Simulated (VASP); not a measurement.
# BiTe (Fm-3m) in VASP: notebook

Aim: see how the results for BiTe move with the level of theory and the settings. Levels: RPBE, revPBE+D4. Tasks: single point.

Program: VASP 6.6.1. These are calculated values, not measurements. Logs are shortened: lines on timing, memory, paths and dates and some standing lists are left out, and cuts for length are marked.

## Step 1: The cell of the first run

Symmetry: Fm-3m, No. 225, cubic system. The conventional cell has a = 6.470 Å, b = 6.470 Å, c = 6.470 Å, α = 90.00°, β = 90.00°, γ = 90.00°. Within 4.3 Å of Bi (site symmetry m-3m) lie 6 Te at 3.23 Å. Te (site symmetry m-3m) has 6 Bi at 3.23 Å within 4.3 Å.

## Step 2: Single point, RPBE

Input file INCAR:

```
SYSTEM = BiTe
PREC = Accurate ; ENCUT = 520
EDIFF = 1E-7 ; ISMEAR = 0
SIGMA = 0.1 ; LREAL = .FALSE.
LASPH = .TRUE. ; NELM = 80
ALGO = Normal ; ISIF = 2
LWAVE = .FALSE. ; LCHARG = .FALSE.
GGA = RP ; NBANDS = 18
```

Input file KPOINTS:

```
regular mesh
0
G
  7 7 7
  0 0 0
```

Input file POSCAR:

```
BiTe
1.0
    4.5749808700      0.0000000000      0.0000000000
    2.2874904350      3.9620496552      0.0000000000
    2.2874904350      1.3206832184      3.7354562382
Bi Te
1 1
Direct
    0.0000000000      0.0000000000      0.0000000000
    0.5000000000      0.5000000000      0.5000000000
```

Potentials or basis: VASP PAW PBE potentials, release 64 (Bi_d, Te).

Started as:

```sh
$ cat potpaw_PBE.64/Bi_d/POTCAR potpaw_PBE.64/Te/POTCAR > POTCAR
$ mpirun -np 1 vasp_std > vasp.out
```

OUTCAR:

```text
SYSTEM = BiTe
   PREC = Accurate
   ENCUT = 520
   EDIFF = 1E-7
   ISMEAR = 0
   LREAL = .FALSE.
   LASPH = .TRUE.
   NELM = 80
   ISIF = 2
   GGA = RP

 ion  position               nearest neighbor table
   1  0.000  0.000  0.000-   2 3.23   2 3.23   2 3.23   2 3.23   2 3.23   2 3.23
   2  0.500  0.500  0.500-   1 3.23   1 3.23   1 3.23   1 3.23   1 3.23   1 3.23

  LATTYP: Found a face centered cubic cell.
 ALAT       =     6.4699999939

  Lattice vectors:

 A1 = (   4.5749808700,   0.0000000000,   0.0000000000)
 A2 = (   2.2874904350,   3.9620496552,   0.0000000000)
 A3 = (   2.2874904350,   1.3206832184,   3.7354562382)

Analysis of symmetry for initial positions (statically):
=====================================================================
 Subroutine PRICEL returns:
 Original cell was already a primitive cell.

 Routine SETGRP: Setting up the symmetry group for a
 face centered cubic supercell.

 Subroutine GETGRP returns: Found 48 space group operations
 (whereof 48 operations were pure point group operations)
 out of a pool of 48 trial point group operations.

The static configuration has the point symmetry O_h .

Analysis of symmetry for dynamics (positions and initial velocities):
=====================================================================
 Subroutine PRICEL returns:
 Original cell was already a primitive cell.

 Routine SETGRP: Setting up the symmetry group for a
 face centered cubic supercell.

 Subroutine GETGRP returns: Found 48 space group operations
 (whereof 48 operations were pure point group operations)
 out of a pool of 48 trial point group operations.

The dynamic configuration has the point symmetry O_h .

 Subroutine INISYM returns: Found 48 space group operations
 (whereof 48 operations are pure point group operations),
 and found     1 'primitive' translations

----------------------------------------------------------------------------------------

                                     Primitive cell

  volume of cell :      67.7100

  direct lattice vectors                    reciprocal lattice vectors
     4.574980870  0.000000000  0.000000000     0.218580149 -0.126197308 -0.089234972
     2.287490435  3.962049655  0.000000000     0.000000000  0.252394616 -0.089234972
     2.287490435  1.320683218  3.735456238     0.000000000  0.000000000  0.267704916

  length of vectors
     4.574980870  4.574980870  4.574980870     0.267704916  0.267704916  0.267704916

  position of ions in fractional coordinates (direct lattice)
     0.000000000  0.000000000  0.000000000
     0.500000000  0.500000000  0.500000000

  ion indices of the primitive-cell ions
   primitive index   ion index
                 1           1
                 2           2

----------------------------------------------------------------------------------------

 KPOINTS: regular mesh

Automatic generation of k-mesh.
 Grid dimensions read from file:
 generate k-points for:    7    7    7

 Generating k-lattice:

  Cartesian coordinates                     Fractional coordinates (reciprocal lattice)
     0.031225736 -0.018028187 -0.012747853     0.142857143  0.000000000 -0.000000000
     0.000000000  0.036056374 -0.012747853     0.000000000  0.142857143  0.000000000
     0.000000000  0.000000000  0.038243559     0.000000000  0.000000000  0.142857143

  Length of vectors
     0.038243559  0.038243559  0.038243559

  Shift w.r.t. Gamma in fractional coordinates (k-lattice)
     0.000000000  0.000000000  0.000000000

 Subroutine IBZKPT returns following result:
 ===========================================

 Found     20 irreducible k-points:

 Following reciprocal coordinates:
            Coordinates               Weight
  0.000000  0.000000  0.000000      1.000000
  0.142857  0.000000 -0.000000      8.000000
  0.285714  0.000000  0.000000      8.000000
  0.428571  0.000000  0.000000      8.000000
  0.142857  0.142857 -0.000000      6.000000
  0.285714  0.142857  0.000000     24.000000
[... 12 lines left out ...]
 -0.428571  0.428571  0.142857     24.000000
 -0.285714  0.428571  0.142857     24.000000
   k-points           NKPTS =     20   k-points in BZ     NKDIM =     20   number of bands    NBANDS=     18
   number of dos      NEDOS =    301   number of ions     NIONS =      2
   total plane-waves  NPLWV =  46656
   dimension x,y,z NGX =    36 NGY =   36 NGZ =   36
   dimension x,y,z NGXF=    72 NGYF=   72 NGZF=   72
   ions per type =               1   1
   NGX,Y,Z   is equivalent  to a cutoff of  13.08, 13.08, 13.08 a.u.
   NGXF,Y,Z  is equivalent  to a cutoff of  26.16, 26.16, 26.16 a.u.
 SYSTEM =  BiTe
   PREC   = accura    normal or accurate (medium, high low for compatibility)
   ISTART =      0    job   : 0-new  1-cont  2-samecut
   ICHARG =      2    charge: 1-file 2-atom 10-const
   ISPIN  =      1    spin polarized calculation?
   LNONCOLLINEAR =      F non collinear calculations
   LSORBIT =      F    spin-orbit coupling
   LASPH  =      T    aspherical Exc in radial PAW
   ENCUT  =  520.0 eV  38.22 Ry    6.18 a.u.   8.51  8.51  8.51*2*pi/ulx,y,z
   NELM   =     80;   NELMIN=  2; NELMDL= -5     # of ELM steps
   EDIFF  = 0.1E-06   stopping-criterion for ELM
   LREAL  =      F    real-space projection
   EDIFFG = 0.1E-05   stopping-criterion for IOM
   NSW    =      0    number of steps for IOM
   IBRION =     -1    ionic relax: 0-MD 1-quasi-New 2-CG
   NFREE  =      0    steps in history (QN), initial steepest desc. (CG)
   ISIF   =      2    stress and relaxation
   ISYM   =      2    0-nonsym 1-usesym 2-fastsym
   POTIM  = 0.5000    time-step for ionic-motion
   TEBEG  =    0.0;   TEEND  =   0.0 temperature during run
   PSTRESS=    0.0 pullay stress
   NELECT =      21.0000    total number of electrons
   NUPDOWN=      -1.0000    fix difference up-down
   EMIN   =  10.00;   EMAX   =-10.00  energy-range for DOS
   EFERMI =   0.00;   METHOD = LEGACY
   ISMEAR =     0;   SIGMA  =   0.10  broadening in eV -4-tet -1-fermi 0-gaus
   EFERMI_NEDOS =   21; number of points for ismear=-14 and -15
   IALGO  =     38    algorithm
   IMIX   =      4    mixing-type and parameters
     AMIX     =   0.40;   BMIX     =  1.00
     AMIX_MAG =   1.60;   BMIX_MAG =  1.00
  volume/ion in A,a.u.               =      33.86       228.46
  Fermi-wavevector in a.u.,A,eV,Ry     =   1.108146  2.094092 16.707785  1.227988
  Thomas-Fermi vector in A             =   2.244669
   LORBIT       =      0    0 simple, 1 ext, 2 COOP (PROOUT), +10 PAW based schemes
   GGA     = RP    functional components
   LHFCALC =     F    Hartree Fock is set to
   AEXX    =    0.0000 exact exchange contribution
   IVDW    =     0    specifies the selected vdW correction
   LEPSILON=     F    determine dielectric tensor
   LRPA    =     F    only Hartree local field effects (RPA)
 non-spin polarized calculation
 Gauss-broadening in eV      SIGMA  =   0.10
  energy-cutoff  :      520.00
  volume of cell :       67.71
 maximum number of plane-waves:      1841
 NGX is ok and might be reduce to    36
   NGX = 17   NGY = 17   NGZ = 17

 number of electron      21.0000001 magnetization

 Free energy of the ion-electron system (eV)
  ---------------------------------------------------
  ext. energy  EPLUGINS =         0.00000000
  ---------------------------------------------------
  free energy    TOTEN  =        -6.40371141 eV

  energy without entropy =       -6.38829817  energy(sigma->0) =       -6.39600479

 E-fermi :   6.8171     XC(G=0):  -9.3247

 val. band max:        6.8126157170   @ k =  -0.4286   0.1429  -0.0000
 cond. band min:       6.8480191119   @ k =   0.1429   0.1429  -0.0000
 fundamental gap:      0.0354033949
 Fermi energy:         6.8170934540

 k-point     1 :       0.0000    0.0000    0.0000
  band No.  band energies     occupation
      1     -16.4566      2.00000
      2     -16.4566      2.00000
      3     -16.4566      2.00000
      4     -16.4559      2.00000
      5     -16.4559      2.00000
      6      -6.7452      2.00000
[... 10 lines left out ...]
     17      12.9759      0.00000
     18      13.3844      0.00000

 k-point     2 :       0.1429    0.0000   -0.0000
  band No.  band energies     occupation
      1     -16.4570      2.00000
      2     -16.4570      2.00000
      3     -16.4562      2.00000
      4     -16.4550      2.00000
      5     -16.4550      2.00000
      6      -6.5631      2.00000
[... 10 lines left out ...]
     17      14.0983      0.00000
     18      14.3744      0.00000

 k-point     3 :       0.2857    0.0000    0.0000
  band No.  band energies     occupation
      1     -16.4591      2.00000
      2     -16.4591      2.00000
      3     -16.4554      2.00000
      4     -16.4520      2.00000
      5     -16.4520      2.00000
      6      -6.0273      2.00000
[... 10 lines left out ...]
     17      16.0658      0.00000
     18      16.4907      0.00000

 k-point     4 :       0.4286    0.0000    0.0000
  band No.  band energies     occupation
      1     -16.4608      2.00000
      2     -16.4608      2.00000
      3     -16.4548      2.00000
      4     -16.4495      2.00000
      5     -16.4495      2.00000
      6      -5.1814      2.00000
[... 291 lines left out ...]
      4     -16.4510      2.00000
      5     -16.4484      2.00000
      6      -4.8835      2.00000
[... 10 lines left out ...]
     17      15.8531      0.00000
     18      17.2135      0.00000

 k-point    19 :      -0.4286    0.4286    0.1429
  band No.  band energies     occupation
      1     -16.4666      2.00000
      2     -16.4573      2.00000
      3     -16.4540      2.00000
      4     -16.4490      2.00000
      5     -16.4468      2.00000
      6      -4.8884      2.00000
[... 10 lines left out ...]
     17      16.6807      0.00000
     18      17.1302      0.00000

 k-point    20 :      -0.2857    0.4286    0.1429
  band No.  band energies     occupation
      1     -16.4650      2.00000
      2     -16.4558      2.00000
      3     -16.4542      2.00000
      4     -16.4517      2.00000
      5     -16.4469      2.00000
      6      -4.4833      2.00000
[... 10 lines left out ...]
     17      16.1412      0.00000
     18      16.9887      0.00000

------------------------ aborting loop because EDIFF is reached ----------------------------------------

  FORCE on cell =-STRESS in cart. coord.  units (eV):
  Direction    XX          YY          ZZ          XY          YZ          ZX
  --------------------------------------------------------------------------------------
  -------------------------------------------------------------------------------------
  Total        0.9221544      0.9221544      0.9221544      0.0000000     -0.0000000      0.0000000
  in kB       21.8203324     21.8203324     21.8203324      0.0000000     -0.0000000      0.0000000
  external PRESSURE =      21.8203324 kB  Pullay stress =       0.0000000 kB

 VOLUME and BASIS-vectors are now :
 -----------------------------------------------------------------------------
  energy-cutoff  :      520.00
  volume of cell :       67.71
      direct lattice vectors                 reciprocal lattice vectors
     4.574980870  0.000000000  0.000000000     0.218580149 -0.126197308 -0.089234972
     2.287490435  3.962049655  0.000000000     0.000000000  0.252394616 -0.089234972
     2.287490435  1.320683218  3.735456238     0.000000000  0.000000000  0.267704916

 POSITION                                       TOTAL-FORCE (eV/Angst)
 -----------------------------------------------------------------------------------
      0.00000      0.00000      0.00000         0.000000      0.000000      0.000000
      4.57498      2.64137      1.86773        -0.000000      0.000000      0.000000
 -----------------------------------------------------------------------------------
    total drift:                                0.000000     -0.000000     -0.000000

  FREE ENERGIE OF THE ION-ELECTRON SYSTEM (eV)
  ---------------------------------------------------
  free  energy   TOTEN  =        -6.4037114132 eV

  energy  without entropy=       -6.3882981687  energy(sigma->0) =       -6.39600479
```

Wall time 58 s (1 thread of Intel Xeon 8259CL, shared host); peak memory 0.21 GiB.

What came out:

```
Free energy : -6.4037 eV
Pressure    : 2.2 GPa
```

Caveat: the PAW data sets were made with another functional, which shifts forces and pressure a little; spin-orbit coupling is left out, which moves the levels of the heavy elements.

## Step 3: Single point, revPBE+D4, non-collinear spin, typed start

This run uses another cell than the first one, of 35.89 Å³/atom, 1.060 times its volume.

Input file INCAR:

```
SYSTEM = BiTe
PREC     = Accurate       ! precision mode
ENCUT    = 520            ! plane-wave cutoff, eV
EDIFF    = 1E-6           ! SCF threshold, eV
ISMEAR   = -5             ! smearing method
SIGMA    = 0.05           ! smearing width, eV
LREAL    = .FALSE.        ! projectors in reciprocal space
LASPH    = .TRUE.         ! aspherical terms in the spheres
NELM     = 150            ! most SCF steps
ALGO     = Normal         ! electronic algorithm
ISIF     = 2              ! what is computed and relaxed
LWAVE    = .FALSE.        ! write WAVECAR
LCHARG   = .FALSE.        ! write CHGCAR
LNONCOLLINEAR= .TRUE.         ! non-collinear magnetism
MAGMOM   = 0 0 0.5 0 0 0  ! initial moments
LORBIT   = 11             ! projections on sites
GGA      = RE             ! functional
IVDW     = 13             ! dispersion correction
NBANDS   = 33             ! bands
```

KPOINTS is that of step 2.

Input file POSCAR:

```
BiTe
1.0
    0.0000000000      3.2984474805      3.2984474805
    3.2984474805      0.0000000000      3.2984474805
    3.2984474805      3.2984474805      0.0000000000
Bi Te
1 1
Direct
    0.0000000000      0.0000000000      0.0000000000
    0.5000000000      0.5000000000      0.5000000000
```

Potentials or basis: VASP PAW PBE potentials, release 64 (Bi_d, Te).

Started as:

```sh
$ cat potpaw_PBE.64/Bi_d/POTCAR potpaw_PBE.64/Te/POTCAR > POTCAR
$ mpirun -np 1 vasp_ncl > vasp.out
```

Run time: 5.5 min. Hardware: 1 thread of Oxide Virtual Turin-like, shared host; peak memory 0.46 GiB.

Results (log left out):

| Quantity | Value |
| --- | --- |
| Free energy | -7.9958 eV |
| Pressure | -4.1 GPa |
| Band gap on the k mesh | zero (band 21 reaches 8.59 eV, above the bottom of band 22 at 5.50 eV) |
| Net moment | 0.29 μB per cell |
| Valence electrons inside the program's atomic spheres | Bi 12.66; Te 3.30 |
| Dispersion energy per atom | -0.711 eV |

Stress tensor (GPa, compression positive):
```
-4.10  0.00  0.00
 0.00 -4.10  0.00
 0.00  0.00 -4.20
```

Levels at points of the mesh, in eV from the Fermi level:
| k point | band 18 | band 19 | band 20 | band 21 | band 22 | band 23 |
| --- | --- | --- | --- | --- | --- | --- |
| (0.00, 0.00, 0.00) | -2.55 | -2.55 | -2.55 | 1.77 | 1.77 | 1.77 |

Moments on the atoms (μB; x, y, z):
```
Bi  0.00 0.00 0.14
Te  0.00 0.00 0.01
```

Caveat: the PAW data sets were made with another functional, which shifts forces and pressure a little; spin-orbit coupling is left out, which moves the levels of the heavy elements; pairwise dispersion overbinds metals, which lowers pressure and volume; tetrahedron occupations give inexact forces and stress in metals.
